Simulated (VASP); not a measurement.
Runs of VASP 6.6.1 on AlN. The structure is that of space group I4/mmm (No. 139), or close to it. The cells are those of the table. 

| cell | gap on the mesh (eV) | pressure (GPa) |
| --- | --- | --- |
| a = 2.950, b = 2.950, c = 3.021 Å, angles 59.2, 59.2, 61.6°, 2 atoms | 3.06 | -28.3 |
| a = 2.881, b = 2.881, c = 3.021 Å, angles 58.4, 58.4, 63.2°, 2 atoms | 3.25 | -16.0 |
| a = 2.843, b = 2.843, c = 2.949 Å, angles 58.8, 58.8, 62.5°, 2 atoms | (b) | -7.3 |
| a = 2.878, b = 2.878, c = 2.949 Å, angles 59.2, 59.2, 61.6°, 2 atoms | (a) | -14.8 |
| a = 2.806, b = 2.806, c = 2.877 Å, angles 59.2, 59.2, 61.7°, 2 atoms | 4.37 | (c) |

Alike in all rows: task single point; level LDA; potentials or basis VASP PAW LDA potentials, release 64 (Al, N); no spin polarisation; k mesh 10 × 10 × 10; cutoff (eV) 600; smearing gaussian 0.05 eV.

Estimate the missing entries.

(a) 3.69; (b) 3.77; (c) 4.3.

Caveats: the cell stands under tension (at least some runs); the cell stands under pressure (at least some runs).

A k mesh can miss the band edges.
